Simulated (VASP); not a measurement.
# Rh (Pm-3m) in VASP: single point with LDA

Aim: the single point of Rh with LDA.

Program: VASP 6.6.1. These are calculated values, not measurements. Logs are shortened: lines on timing, memory, paths and dates and some standing lists are left out, and cuts for length are marked.

### Step 1. The cell of the first run

Symmetry: Pm-3m, No. 221, cubic system. The conventional cell has a = 3.115 Å, b = 3.115 Å, c = 3.115 Å, α = 90.00°, β = 90.00°, γ = 90.00°. Rh (site symmetry m-3m) has 6 Rh at 3.12 Å within 4.1 Å.

### Step 2. Single point, LDA

Input file INCAR:

```
ALGO = Normal
EDIFF = 1E-6
ENCUT = 520
GGA = CA
ISIF = 2
ISMEAR = -1
LASPH = True
LCHARG = False
LREAL = False
LWAVE = False
NBANDS = 14
NELM = 80
PREC = Accurate
SIGMA = 0.1
```

Input file KPOINTS:

```
k-points
0
Gamma
  9 9 9
```

Input file POSCAR:

```
Rh
1.0
    3.1152020000      0.0000000000      0.0000000000
    0.0000000000      3.1152020000      0.0000000000
    0.0000000000      0.0000000000      3.1152020000
Rh
1
Direct
    0.0000000000      0.0000000000      0.0000000000
```

Potentials or basis: VASP PAW LDA potentials, release 64 (Rh_pv).

The run is started by

```sh
$ cat potpaw_LDA.64/Rh_pv/POTCAR > POTCAR
$ mpirun -np 1 vasp_std > vasp.out
```

OUTCAR:

```text
EDIFF = 1E-6
   ENCUT = 520
   GGA = CA
   ISIF = 2
   ISMEAR = -1
   LASPH = True
   LREAL = False
   NELM = 80
   PREC = Accurate

 ion  position               nearest neighbor table
   1  0.000  0.000  0.000-

  LATTYP: Found a simple cubic cell.
 ALAT       =     3.1152020000

  Lattice vectors:

 A1 = (   3.1152020000,   0.0000000000,   0.0000000000)
 A2 = (   0.0000000000,   3.1152020000,   0.0000000000)
 A3 = (   0.0000000000,   0.0000000000,   3.1152020000)

Analysis of symmetry for initial positions (statically):
=====================================================================
 Subroutine PRICEL returns:
 Original cell was already a primitive cell.

 Routine SETGRP: Setting up the symmetry group for a
 simple cubic supercell.

 Subroutine GETGRP returns: Found 48 space group operations
 (whereof 48 operations were pure point group operations)
 out of a pool of 48 trial point group operations.

The static configuration has the point symmetry O_h .

Analysis of symmetry for dynamics (positions and initial velocities):
=====================================================================
 Subroutine PRICEL returns:
 Original cell was already a primitive cell.

 Routine SETGRP: Setting up the symmetry group for a
 simple cubic supercell.

 Subroutine GETGRP returns: Found 48 space group operations
 (whereof 48 operations were pure point group operations)
 out of a pool of 48 trial point group operations.

The dynamic configuration has the point symmetry O_h .

 Subroutine INISYM returns: Found 48 space group operations
 (whereof 48 operations are pure point group operations),
 and found     1 'primitive' translations

----------------------------------------------------------------------------------------

                                     Primitive cell

  volume of cell :      30.2314

  direct lattice vectors                    reciprocal lattice vectors
     3.115202000  0.000000000  0.000000000     0.321006471  0.000000000  0.000000000
     0.000000000  3.115202000  0.000000000     0.000000000  0.321006471  0.000000000
     0.000000000  0.000000000  3.115202000     0.000000000  0.000000000  0.321006471

  length of vectors
     3.115202000  3.115202000  3.115202000     0.321006471  0.321006471  0.321006471

  position of ions in fractional coordinates (direct lattice)
     0.000000000  0.000000000  0.000000000

  ion indices of the primitive-cell ions
   primitive index   ion index
                 1           1

----------------------------------------------------------------------------------------
[... 82 lines left out ...]
   NUPDOWN=      -1.0000    fix difference up-down
   EMIN   =  10.00;   EMAX   =-10.00  energy-range for DOS
   EFERMI =   0.00;   METHOD = LEGACY
   ISMEAR =    -1;   SIGMA  =   0.10  broadening in eV -4-tet -1-fermi 0-gaus
   EFERMI_NEDOS =   21; number of points for ismear=-14 and -15
   IALGO  =     38    algorithm
   IMIX   =      4    mixing-type and parameters
     AMIX     =   0.40;   BMIX     =  1.00
     AMIX_MAG =   1.60;   BMIX_MAG =  1.00
  volume/ion in A,a.u.               =      30.23       204.01
  Fermi-wavevector in a.u.,A,eV,Ry     =   1.296042  2.449164 22.854040  1.679725
  Thomas-Fermi vector in A             =   2.427523
   LORBIT       =      0    0 simple, 1 ext, 2 COOP (PROOUT), +10 PAW based schemes
   GGA     = CA    functional components
   LHFCALC =     F    Hartree Fock is set to
   AEXX    =    0.0000 exact exchange contribution
   IVDW    =     0    specifies the selected vdW correction
   LEPSILON=     F    determine dielectric tensor
   LRPA    =     F    only Hartree local field effects (RPA)
 non-spin polarized calculation
  energy-cutoff  :      520.00
  volume of cell :       30.23
 maximum number of plane-waves:       825
 NGX is ok and might be reduce to    24
   NGX = 11   NGY = 11   NGZ = 11

 number of electron      15.0000007 magnetization

 Free energy of the ion-electron system (eV)
  ---------------------------------------------------
  ext. energy  EPLUGINS =         0.00000000
  ---------------------------------------------------
  free energy    TOTEN  =        -5.28836112 eV

  energy without entropy =       -5.14139458  energy(sigma->0) =       -5.21487785

 E-fermi :   1.9659     XC(G=0):  -9.7897

 val. band max:        1.9619254839   @ k =   0.4444   0.2222   0.0000
 cond. band min:       1.9967412715   @ k =   0.4444   0.3333   0.1111
 fundamental gap:      0.0348157877
 Fermi energy:         1.9659325053

 k-point     1 :       0.0000    0.0000    0.0000
  band No.  band energies     occupation
      1     -43.0575      2.00000
      2     -43.0575      2.00000
      3     -43.0575      2.00000
      4      -1.5703      2.00000
      5      -0.1009      2.00000
      6      -0.1009      2.00000
      7       2.1887      0.19461
      8       2.1887      0.19461
      9       2.1887      0.19461
     10      14.2927      0.00000
     11      14.2927      0.00000
     12      14.2927      0.00000
     13      18.5128      0.00000
     14      18.7042      0.00000
[... 377 lines left out ...]
      1     -43.1275      2.00000
      2     -43.1090      2.00000
      3     -43.0562      2.00000
      4       0.2432      2.00000
      5       0.5127      2.00000
      6       1.3704      1.99483
      7       1.5257      1.97581
      8       1.9967      0.84716
      9       4.7502      0.00000
     10       6.7822      0.00000
     11      11.0360      0.00000
     12      13.3284      0.00000
     13      17.6985      0.00000
     14      19.1911      0.00000

 [... further k-points ...]

------------------------ aborting loop because EDIFF is reached ----------------------------------------

  FORCE on cell =-STRESS in cart. coord.  units (eV):
  Direction    XX          YY          ZZ          XY          YZ          ZX
  --------------------------------------------------------------------------------------
  -------------------------------------------------------------------------------------
  Total       -4.8451439     -4.8451439     -4.8451439     -0.0000000      0.0000000     -0.0000000
  in kB     -256.7784779   -256.7784779   -256.7784779     -0.0000000      0.0000000     -0.0000000
  external PRESSURE =    -256.7784779 kB  Pullay stress =       0.0000000 kB

 VOLUME and BASIS-vectors are now :
 -----------------------------------------------------------------------------
  energy-cutoff  :      520.00
  volume of cell :       30.23
      direct lattice vectors                 reciprocal lattice vectors
     3.115202000  0.000000000  0.000000000     0.321006471  0.000000000  0.000000000
     0.000000000  3.115202000  0.000000000     0.000000000  0.321006471  0.000000000
     0.000000000  0.000000000  3.115202000     0.000000000  0.000000000  0.321006471

 POSITION                                       TOTAL-FORCE (eV/Angst)
 -----------------------------------------------------------------------------------
      0.00000      0.00000      0.00000         0.000000      0.000000      0.000000
 -----------------------------------------------------------------------------------
    total drift:                                0.000000     -0.000000      0.000000

  FREE ENERGIE OF THE ION-ELECTRON SYSTEM (eV)
  ---------------------------------------------------
  free  energy   TOTEN  =        -5.2883611204 eV

  energy  without entropy=       -5.1413945777  energy(sigma->0) =       -5.21487785
```

OSZICAR:

```text
N       E                     dE             d eps       ncg     rms          rms(c)
DAV:   1     0.116530673741E+03    0.11653E+03   -0.88688E+03   996   0.990E+02
DAV:   2    -0.375644648016E+01   -0.12029E+03   -0.11310E+03  1058   0.297E+02
DAV:   3    -0.545039700854E+01   -0.16940E+01   -0.16800E+01  1178   0.403E+01
DAV:   4    -0.546316859444E+01   -0.12772E-01   -0.12770E-01  1094   0.359E+00
DAV:   5    -0.546343898815E+01   -0.27039E-03   -0.27039E-03  1198   0.523E-01    0.280E+00
DAV:   6    -0.530224120890E+01    0.16120E+00   -0.60261E-01  1082   0.871E+00    0.138E+00
DAV:   7    -0.528840779142E+01    0.13833E-01   -0.38384E-02  1016   0.239E+00    0.420E-01
DAV:   8    -0.528831540272E+01    0.92389E-04   -0.11755E-03  1160   0.415E-01    0.684E-02
DAV:   9    -0.528836033275E+01   -0.44930E-04   -0.53103E-05  1460   0.805E-02    0.136E-02
DAV:  10    -0.528836112038E+01   -0.78763E-06   -0.17596E-06  1036   0.119E-02
   1 F= -.52883611E+01 E0= -.52148778E+01  d E =-.146967E+00
```

Run time: 5.7 s. Hardware: 1 thread of Intel Xeon 6975P-C, shared host; peak memory 0.13 GiB.

What came out:

```yaml
Free_energy: -5.2884 eV
Pressure: -25.7 GPa
```

Levels at points of the mesh, in eV from the Fermi level:
| k point | band 5 | band 6 | band 7 | band 8 | band 9 | band 10 | band 11 | band 12 |
| --- | --- | --- | --- | --- | --- | --- | --- | --- |
| (0.00, 0.00, 0.00) | -2.07 | -2.07 | 0.22 | 0.22 | 0.22 | 12.33 | 12.33 | 12.33 |
